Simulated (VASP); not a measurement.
A run of VASP 6.6.1 is set up as follows.

The input INCAR:

```
ALGO = Normal ; EDIFF = 1E-6
ENCUT = 600 ; GGA = PE
GGA_COMPAT = F ; ISIF = 2
ISMEAR = 1 ; LASPH = T
LCHARG = T ; LELF = T
LREAL = F ; LVHAR = T
LWAVE = F ; NBANDS = 17
NELM = 120 ; PREC = Accurate
SIGMA = 0.05
```

Contents of KPOINTS:

```
k-points
0
Gamma
  6 6 6
```

Contents of POSCAR:

```
SnO
1.0
    0.0000000000      2.5369732561      2.5369732561
    2.5369732561      0.0000000000      2.5369732561
    2.5369732561      2.5369732561      0.0000000000
Sn O
1 1
Direct
    0.0000000000      0.0000000000      0.0000000000
    0.5000000000      0.5000000000      0.5000000000
```

Potentials or basis: VASP PAW PBE potentials, release 64 (Sn_d, O).

The run is started by

```sh
$ cat potpaw_PBE.64/Sn_d/POTCAR potpaw_PBE.64/O/POTCAR > POTCAR
$ mpirun -np 1 vasp_std > vasp.out
```

(1) Estimate the pressure.

(2) Estimate the band gap on the k mesh.

## Answers

(1) 2.4 GPa.

(2) 1.05 eV, indirect (least direct gap 1.16 eV).

Caveat: spin-orbit coupling is left out, which moves the levels of the heavy elements.
